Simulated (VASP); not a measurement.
## BaTiO3: single point with PBE

Crystal: BaTiO3.

```
CELL_PARAMETERS angstrom
4.01925 0.00000 0.00000
0.00000 4.01925 0.00000
0.00000 0.00000 4.01925
ATOMIC_POSITIONS crystal
Ba 0.50000 0.50000 0.50000
Ti 0.00000 0.00000 0.00000
O 0.50000 0.03519 0.03519
O 0.00000 0.50000 0.00000
O 0.00000 0.00000 0.50000
```

This cell differs from its parent crystal: atom 3 (O) moved -0.200 Å towards its neighbour atom 1 (Ba) at 2.842 Å.

- Program: VASP 6.6.1
- Task: single point
- Functional: PBE
- Potentials or basis: VASP PAW PBE potentials, release 64 (Ba_sv, Ti_sv, O)
- Cutoff: 520 eV
- k mesh: 8 × 8 × 8
- Occupations: gaussian, width 0.05 eV
- Spin: no spin polarisation
- Dipole correction: no
- Further INCAR settings: ALGO = Normal; EDIFF = 1e-06; NBANDS = 28

The pressure is 1.9 GPa. The largest force is 1.161 eV/Å and the band gap on the k mesh is 1.68 eV (least direct gap 1.89 eV).

Forces on the atoms (eV/Å):
```
Ba   0.000  0.167  0.167
Ti   0.000  0.110  0.110
O    0.000 -0.821 -0.821
O    0.000  0.627 -0.084
O    0.000 -0.084  0.627
```

Stress tensor (GPa, compression positive):
```
1.53 0.00 0.00
0.00 2.11 0.32
0.00 0.32 2.11
```

Levels at points of the mesh, in eV from the valence-band top:
| k point | band 18 | band 19 | band 20 | band 21 | band 22 | band 23 |
| --- | --- | --- | --- | --- | --- | --- |
| (0.00, 0.00, 0.00) | -0.31 | -0.25 | -0.21 | 1.68 | 1.72 | 1.96 |
| (0.50, 0.00, 0.00) | -1.51 | -0.75 | -0.75 | 1.83 | 3.17 | 3.31 |
| (0.00, 0.50, 0.00) | -1.85 | -0.76 | -0.73 | 1.95 | 3.38 | 3.43 |
| (0.50, 0.50, 0.00) | -0.92 | -0.91 | -0.10 | 3.29 | 3.38 | 3.73 |
| (0.00, 0.50, 0.50) | -0.92 | -0.87 | -0.12 | 3.39 | 3.46 | 3.80 |
| (0.50, 0.50, 0.50) | -0.08 | -0.04 | 0.00 | 3.91 | 3.98 | 4.04 |

It took 84 s on 1 thread of Intel(R) Xeon(R) 6975P-C (Granite Rapids), with other jobs on the host, peak memory 0.3 GiB.

Caveat: the cell differs from its parent crystal (atom 3 (O) moved -0.200 Å towards its neighbour atom 1 (Ba) at 2.842 Å); spin-orbit coupling is left out, which moves the levels of the heavy elements; forces of over 1 eV/Å act on the atoms, so gaps and moduli don't describe the material at rest. A k mesh can miss the band edges.
